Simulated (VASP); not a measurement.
The system is Zr.

```
Zr
1.0
     3.09045    0.00000    0.00000
    -1.54523    2.67641    0.00000
     0.00000    0.00000    2.88764
Zr
1
Direct
  0.00000 0.00000 0.00000
```

| Item | Value |
| --- | --- |
| Program | VASP 6.6.1 |
| Task | relaxation of cell and atoms |
| Functional | PBEsol |
| Potentials or basis | VASP PAW PBE potentials, release 64 (Zr_sv) |
| Cutoff | 600 eV |
| k mesh | 21 × 21 × 20 |
| Occupations | gaussian, width 0.1 eV |
| Spin | no spin polarisation |

At the start: pressure -4.1 GPa; volume 23.88 Å³/atom.

Task: Where does the relaxation end?

Result: Over 7 steps the energy falls by 49.8 meV/atom and the volume is 22.84 Å³/atom (-4.4 %); space group P6/mmm (No. 191, to 0.05 Å).

The path:
```csv
step,energy change (eV),largest force (eV/Å),pressure (GPa),volume (Å³)
1,0.0000,0.0000,-4.11,23.88
2,-0.0359,0.0000,4.27,21.80
3,-0.0419,0.0000,1.74,22.33
4,-0.0490,0.0000,0.51,22.75
5,-0.0494,0.0000,0.71,22.67
6,-0.0496,0.0000,-0.48,22.97
7,-0.0498,0.0000,0.02,22.84
```

Final structure:
```yaml
crystal:
  lattice:
    - [2.97291, 0.00000, 0.00000]
    - [-1.48645, 2.57461, 0.00000]
    - [0.00000, 0.00000, 2.98407]
  atoms:
    - { symbol: Zr, position: [0.00000, 0.00000, 0.00000] }
```

Caveat: the PAW data sets were made with another functional, which shifts forces and pressure a little.
